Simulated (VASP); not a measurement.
Hf4C3: relaxation of cell and atoms with PBE

The system is Hf4C3.

```
Hf C
1.0
     4.30579    0.00000    0.00000
    -2.15289    3.72892    0.00000
     0.00000    0.00000    6.98586
Hf C
4 3
Direct
  0.33333 0.66667 0.69334
  0.66667 0.33333 0.69334
  0.66667 0.33333 0.30666
  0.33333 0.66667 0.30666
  0.00000 0.00000 0.17889
  0.00000 0.00000 0.82111
  0.00000 0.00000 0.50000
```

* Program: VASP 6.6.1
* Task: relaxation of cell and atoms
* Functional: PBE
* Potentials or basis: VASP PAW PBE potentials, release 64 (Hf_pv, C)
* Cutoff: 600 eV
* k mesh: 6 × 6 × 4
* Occupations: gaussian, width 0.1 eV
* Spin: no spin polarisation
* Dipole correction: no
* Further INCAR settings: ALGO = Normal; EDIFF = 1e-06; IBRION = 2; EDIFFG = -0.04; NSW = 90; ISIF = 3

```
Relaxed volume                         : 16.17 Å³/atom
Relaxed cell                           : a = 4.696 Å, b = 4.696 Å, c = 5.929 Å, α = 90.00°, β = 90.00°, γ = 120.00°
Space group after relaxing (to 0.05 Å) : P6/mmm (No. 191)
Energy gained by relaxing              : 1055.8 meV/atom
Ionic steps                            : 19
Pressure after relaxing                : -0.1 GPa
Largest force after relaxing           : 0.025 eV/Å
Band gap on the k mesh                 : zero (band 26 reaches 5.36 eV, above the bottom of band 27 at 4.44 eV)
```

Forces on the atoms (eV/Å):
```
Hf   0.000  0.000  0.019
Hf   0.000  0.000  0.019
Hf   0.000  0.000 -0.019
Hf   0.000  0.000 -0.019
C    0.000  0.000 -0.025
C    0.000  0.000  0.025
C    0.000  0.000  0.000
```

Stress tensor (GPa, compression positive):
```
-0.18  0.00  0.00
 0.00 -0.18  0.00
 0.00  0.00  0.20
```

Step by step:
```
step  energy change (eV)  largest force (eV/Å)  pressure (GPa)  volume (Å³)
   1              0.0000                2.0891            6.34       112.16
   2             -1.1255                2.2089           -5.83       122.66
   3             -1.3241                2.8171          -14.01       133.75
   4             -1.9803                3.3916          -15.51       133.00
   5             -4.5984                4.9339          -17.02       130.20
   6              0.5859               20.7683           24.78       122.01
   7             -4.8857                5.1349          -16.33       129.23
   8             -6.3534                1.9884           -8.10       125.95
   9             -6.3446                3.2018          -10.45       126.54
  10             -6.3685                2.6816           -9.41       126.26
  11             -6.9794                0.7086           -2.70       118.84
  12             -7.0477                1.4329            0.88       115.87
  13             -7.3541                0.0595            0.63       112.74
  14             -7.3740                0.3209            0.88       111.62
  15             -7.3741                0.2928            0.85       111.71
  16             -7.3832                0.2398            0.38       112.31
  17             -7.3899                0.1390           -0.42       113.40
  18             -7.3903                0.1448            0.21       113.08
  19             -7.3907                0.0246           -0.05       113.21
```

Final structure:
```
CELL_PARAMETERS angstrom
4.69565 0.00000 0.00000
-2.34783 4.06656 0.00000
0.00000 0.00000 5.92875
ATOMIC_POSITIONS crystal
Hf 0.33333 0.66667 0.75498
Hf 0.66667 0.33333 0.75498
Hf 0.66667 0.33333 0.24502
Hf 0.33333 0.66667 0.24502
C 0.00000 0.00000 0.27098
C 0.00000 0.00000 0.72902
C 0.00000 0.00000 0.50000
```

Levels at points of the mesh, in eV from the Fermi level:
```
           k point  band 24  band 25  band 26  band 27  band 28  band 29
(0.00, 0.00, 0.00)    -0.31     0.10     0.41     0.41     0.79     0.79
(0.50, 0.00, 0.00)    -1.10    -1.05    -0.41    -0.41    -0.15     1.44
(0.00, 0.00, 0.50)    -0.52    -0.33    -0.33     0.65     1.30     1.91
(0.50, 0.00, 0.50)    -0.84    -0.35    -0.24    -0.05     0.49     0.92
```

It took 11 min on 1 thread of Intel(R) Xeon(R) 6975P-C (Granite Rapids) (shared host), peak memory 0.3 GiB.

Caveat: spin-orbit coupling is left out, which moves the levels of the heavy elements.
